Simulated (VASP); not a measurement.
A run of VASP 6.6.1 is set up as follows.

File POSCAR:

```
KBr
1.0
    3.1983035100      3.1983035100      0.0000000000
   -3.1983035100      3.1983035100      0.0000000000
    0.0000000000      3.1983035100      3.1983035100
K Br
1 1
Direct
    0.0000000000      0.0000000000      0.0000000000
    0.5000000000      0.5000000000      0.0000000000
```

File INCAR.step1:

```
SYSTEM = KBr
PREC = Accurate
ENCUT = 520
ISMEAR = 0
SIGMA = 0.01
LREAL = .False.
LASPH = .True.
NELM = 60
NBANDS = 15
GGA = PE
ALGO = Normal
EDIFF = 1E-4
LWAVE = .True.
LCHARG = .False.
```

The input INCAR.step2:

```
SYSTEM = KBr
PREC = Accurate
ENCUT = 520
EDIFF = 1E-6
ISMEAR = 0
SIGMA = 0.01
LREAL = .False.
LASPH = .True.
NELM = 60
ALGO = Normal
ISIF = 2
LWAVE = .False.
LCHARG = .False.
METAGGA = R2SCAN
LMIXTAU = .True.
NBANDS = 15
ISTART = 1
```

File KPOINTS:

```
regular mesh
0
Gamma
  6 6 6
  0 0 0
```

Potentials or basis: VASP PAW PBE potentials, release 64 (K_sv, Br).

Launch:

```bash
$ cat potpaw_PBE.64/K_sv/POTCAR potpaw_PBE.64/Br/POTCAR > POTCAR
$ cp INCAR.step1 INCAR
$ mpirun -np 1 vasp_std > vasp.out
$ cp INCAR.step2 INCAR
$ mpirun -np 1 vasp_std > vasp.out
```

(1) Estimate the pressure.

(2) Predict the band gap on the k mesh.

Results:

(1) 2.0 GPa.

(2) 5.37 eV.

Caveat: the PAW data sets were made with another functional, which shifts forces and pressure a little.
